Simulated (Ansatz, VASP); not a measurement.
One calculation of LaTe4, two programs

```
La Te
1.0
     0.00000    4.56556    4.56556
     4.56556    0.00000    4.56556
     4.56556    4.56556    0.00000
La Te
1 4
Cartesian
  4.5656 4.5656 4.5656
  1.1437 1.1437 1.1437
  3.4219 3.4219 1.1437
  3.4219 1.1437 3.4219
  1.1437 3.4219 3.4219
```

Alike in both runs: functional PBE; k mesh 4 × 4 × 4; occupations gaussian, width 0.1 eV; no spin polarisation.

Ansatz relaxed the structure, and its values are those at the end. VASP's run is a single point on that final structure, the one shown.

```csv
,VASP,Ansatz
version,VASP 6.6.1,Ansatz 0.2.0
potentials or method,"VASP PAW PBE potentials, release 64 (La, Te), cutoff 520 eV","scalar-relativistic, plane waves, PAW"
valence electrons in the cell,35,75
```

VASP gave:

- gap on the k mesh at the Fermi level (eV): none
- pressure (GPa): 0.0
- rms of the force components (eV/Å): 0.003

Estimate Ansatz's values.

gap on the k mesh at the Fermi level (eV): none; pressure (GPa): 0.1; rms of the force components (eV/Å): 0.004.

A gap of «none» marks a metal or a gap that the smearing closes. With one functional, cell and mesh, what is left measures potentials, basis and numerics. VASP's potentials hold 35 valence electrons a cell and Ansatz's 75, so a difference there can come from the potentials and not from the codes.

Neither program's run includes spin-orbit coupling.
